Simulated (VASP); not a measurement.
Input of a VASP 6.6.1 run:

INCAR

```
PREC = Accurate
ENCUT = 520
EDIFF = 1E-6
ISMEAR = 0
SIGMA = 0.1
LREAL = F
LASPH = T
NELM = 150
ALGO = Normal
ISIF = 2
LWAVE = F
LCHARG = F
ISPIN = 2
MAGMOM = 1 -1 2 0 0 0
LORBIT = 11
LMAXMIX = 4
GGA = PE
NBANDS = 38
```

KPOINTS

```
Automatic mesh
0
Gamma
  6 6 2
```

Contents of POSCAR:

```
Cu2NiO3
1.0
    2.7054029500      0.0000000000      0.0000000000
    0.0000000000      2.7054029500      0.0000000000
    0.0000000000      0.0000000000      8.1909734900
Cu Ni O
2 1 3
Direct
    0.5000000000      0.5000000000      0.3248246900
    0.5000000000      0.5000000000      0.6751753100
    0.5000000000      0.5000000000      0.0000000000
    0.0000000000      0.0000000000      0.8390681100
    0.0000000000      0.0000000000      0.1609318900
    0.0000000000      0.0000000000      0.5000000000
```

Potentials or basis: VASP PAW PBE potentials, release 64 (Cu, Ni, O).

Command:

```sh
$ cat potpaw_PBE.64/Cu/POTCAR potpaw_PBE.64/Ni/POTCAR potpaw_PBE.64/O/POTCAR > POTCAR
$ mpirun -np 1 vasp_std > vasp.out
```

(1) What does it give for the site moments?

(2) Estimate the pressure.

(3) Predict the net moment.

(4) Estimate the largest force.

Results:

(1) Cu -0.10; Ni +1.39; O +0.35, -0.38 (each value once) μB.

(2) -13.2 GPa.

(3) 1.56 μB per cell.

(4) 0.737 eV/Å.

Caveat: the k points lie up to 0.39 Å⁻¹ apart.
